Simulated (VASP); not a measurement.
The system is CsRu.

```xyz
4
Lattice="0.0000 4.0283 4.0283 4.0283 0.0000 4.0283 4.0283 4.0283 0.0000" Properties=species:S:1:pos:R:3 pbc="T T T"
Cs    0.0000    0.0000    0.0000
Cs    2.0141    2.0141    2.0141
Ru    6.0424    6.0424    6.0424
Ru    4.0283    4.0283    4.0283
```

```yaml
Program: VASP 6.6.1
Task: relaxation of cell and atoms
Functional: PBE
Potentials_or_basis: VASP PAW PBE potentials, release 64 (Cs_sv, Ru_pv)
Cutoff: 600 eV
k_mesh: 4 × 4 × 4
Occupations: gaussian, width 0.1 eV
Spin: no spin polarisation
```

At the start: pressure -4.0 GPa; volume 32.68 Å³/atom.

Problem. How do energy, volume and symmetry change on relaxing?

Solution. Over 3 steps the energy falls by 85.1 meV/atom and the volume is 27.20 Å³/atom (-16.8 %); space group Fd-3m (No. 227, to 0.05 Å).

The path:
```csv
step,energy change (eV),largest force (eV/Å),pressure (GPa),volume (Å³)
1,0.0000,0.0000,-3.98,130.74
2,-0.2893,0.0000,-2.01,115.97
3,-0.3403,0.0000,-0.15,108.82
```

Final structure:
```
Cs Ru
1.0
     0.00000    3.78927    3.78927
     3.78927    0.00000    3.78927
     3.78927    3.78927    0.00000
Cs Ru
2 2
Direct
  0.00000 0.00000 0.00000
  0.25000 0.25000 0.25000
  0.75000 0.75000 0.75000
  0.50000 0.50000 0.50000
```

Caveat: the volume moved by over 15 % at a fixed basis, so the end points are rough.
